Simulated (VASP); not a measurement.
Write the native input for VASP 6.6.1 that does the following.

```yaml
Task: electric field gradients
Functional: PBE
Potentials_or_basis: VASP PAW PBE potentials, release 64 (V_sv)
Cutoff: 520 eV
k_mesh: 15 × 15 × 15
Occupations: fermi-dirac, width 0.03 eV
Spin: collinear spin, ferromagnetic start
Starting_moments: "[1.5] μB"
Dipole_correction: no
Further_INCAR_settings: ALGO = Normal; EDIFF = 1e-08; NBANDS = 16
```

The structure of V lies in POSCAR:

```
V
1.0
   -1.5329101780      1.5329101780      1.5329101780
    1.5329101780     -1.5329101780      1.5329101780
    1.5329101780      1.5329101780     -1.5329101780
V
1
Direct
    0.0000000000      0.0000000000      0.0000000000
```

The input as run:

INCAR

```
PREC = Accurate
ENCUT = 520
EDIFF = 1E-8
ISMEAR = -1
SIGMA = 0.03
LREAL = F
LASPH = T
NELM = 150
ALGO = Normal
ISIF = 2
LWAVE = F
LCHARG = F
ISPIN = 2
MAGMOM = 1.5
LORBIT = 11
LMAXMIX = 4
GGA = PE
LEFG = T
NBANDS = 16
```

KPOINTS

```
Automatic mesh
0
Gamma
  15 15 15
```

Potentials or basis: VASP PAW PBE potentials, release 64 (V_sv).

Launch:

```console
$ cat potpaw_PBE.64/V_sv/POTCAR > POTCAR
$ mpirun -np 1 vasp_std > vasp.out
```

It gave:

```yaml
Pressure: -11.0 GPa
Net_moment: 0.00 μB per cell
Largest_electric_field_gradient_by_atom: under 0.05 V/Å² on every atom
Valence_electrons_inside_the_program's_atomic_spheres: V 11.54
```

Caveat: the cell stands under tension; the moments typed at the start vanished in this run.

Wall time 84 s on 1 thread of Intel Xeon 8259CL (shared host), peak memory 0.16 GiB.
